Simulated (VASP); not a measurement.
**Ir: single point with PBE**

Ir:

```
Ir
1.0
     1.97403    1.97403    0.00000
    -1.97403    1.97403    0.00000
     0.00000    0.00000    3.82420
Ir
2
Direct
  0.00000 0.00000 0.00000
  0.50000 0.50000 0.50000
```

This cell differs from its parent crystal: biaxial strain in the a-b plane: +2.0 %.

```yaml
Program: VASP 6.6.1
Task: single point
Functional: PBE
Potentials_or_basis: VASP PAW PBE potentials, release 64 (Ir)
Cutoff: 520 eV
k_mesh: 18 × 18 × 14
Occupations: gaussian, width 0.1 eV
Spin: no spin polarisation
```

```
Pressure               : -8.3 GPa
Band gap on the k mesh : zero (band 9 reaches 11.03 eV, above the bottom of band 10 at 7.68 eV)
```

Stress tensor (GPa, compression positive):
```
-11.77   0.00   0.00
  0.00 -11.77   0.00
  0.00   0.00  -1.44
```

Levels at points of the mesh, in eV from the Fermi level:
```tsv
k point	band 6	band 7	band 8	band 9	band 10	band 11	band 12	band 13
(0.00, 0.00, 0.00)	-3.32	-1.36	-0.87	0.76	1.36	1.36	2.16	10.38
(0.50, 0.00, 0.00)	-4.20	-2.30	-2.30	-1.34	-1.34	2.42	2.42	11.66
(0.50, 0.50, 0.00)	0.78	1.14	1.14	1.51	1.51	1.51	1.51	9.55
(0.00, 0.00, 0.50)	-2.57	-1.83	-1.83	-1.83	-1.83	-0.38	-0.38	17.50
(0.50, 0.00, 0.50)	-3.46	-0.61	-0.61	0.70	0.70	0.93	0.93	6.76
(0.50, 0.50, 0.50)	-4.52	-1.55	-1.55	1.15	1.15	7.39	7.39	8.80
```

It took 99 s on 1 thread of Intel(R) Xeon(R) 6975P-C (Granite Rapids), with other jobs on the host, peak memory 0.28 GiB.

Caveat: the cell differs from its parent crystal (biaxial strain in the a-b plane: +2.0 %); spin-orbit coupling is left out, which moves the levels of the heavy elements.
